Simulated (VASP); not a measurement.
NaTlS2:

```
CELL_PARAMETERS angstrom
4.10449 0.00000 0.00000
0.00000 4.10449 0.00000
0.00000 0.00000 6.63894
ATOMIC_POSITIONS crystal
Na 0.00000 0.00000 0.00000
S 0.00000 0.50000 0.27087
S 0.50000 0.00000 0.72913
Tl 0.50000 0.50000 0.50000
```

Base run:

```yaml
Program: VASP 6.6.1
Functional: PBE
Potentials_or_basis: VASP PAW PBE potentials, release 64 (Na_pv, S, Tl_d)
Cutoff: 520 eV
k_mesh: 4 × 4 × 4
Occupations: gaussian, width 0.01 eV
Spin: no spin polarisation
```

Its results: band gap on the k mesh 0.80 eV, direct; pressure 1.3 GPa; largest force 0.135 eV/Å.

The run is repeated on the same cell with these changes: functional from PBE to PBE-based screened hybrid; k mesh from 4 × 4 × 4 to 4 × 4 × 2. What comes out?

Band gap on the k mesh 2.69 eV, direct; pressure -1.8 GPa; largest force 0.473 eV/Å.

Several settings changed at once, so the effect can't be laid on one alone.

Caveats: some runs use coarse meshes; spin-orbit coupling is left out, which moves the levels of the heavy elements; the PAW data sets were made with another functional, which shifts forces and pressure a little (some runs).

